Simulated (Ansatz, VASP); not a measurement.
## Two plane-wave programs on As2F

```
As F
1.0
     3.61520    0.00000    0.00000
    -1.80760    3.13085    0.00000
     0.00000    0.00000   10.23974
As F
4 2
Cartesian
  0.0000 2.0872 5.7925
  1.8076 1.0436 0.6727
  0.0000 2.0872 9.5671
  1.8076 1.0436 4.4472
  0.0000 2.0872 2.5599
  1.8076 1.0436 7.6798
```

Alike in both runs: functional PBE; k mesh 12 × 12 × 4; occupations gaussian, width 0.1 eV; no spin polarisation.

Ansatz relaxed the structure, and its values are those at the end. VASP's run is a single point on that final structure, the one shown.

|  | VASP | Ansatz |
| --- | --- | --- |
| version | VASP 6.6.1 | Ansatz 0.2.0 |
| potentials or method | VASP PAW PBE potentials, release 64 (As, F), cutoff 520 eV | scalar-relativistic, plane waves, PAW |
| valence electrons in the cell | 34 | 74 |

|  | VASP | Ansatz | Ansatz less VASP |
| --- | --- | --- | --- |
| gap on the k mesh at the Fermi level (eV) | none | none | - |
| pressure (GPa) | 0.1 | 0.0 | -0.10 |
| rms of the force components (eV/Å) | 0.034 | 0.001 | -0.0337 |

A gap of «none» marks a metal or a gap that the smearing closes. VASP's potentials hold 34 valence electrons a cell and Ansatz's 74, so a difference there can come from the potentials and not from the codes.
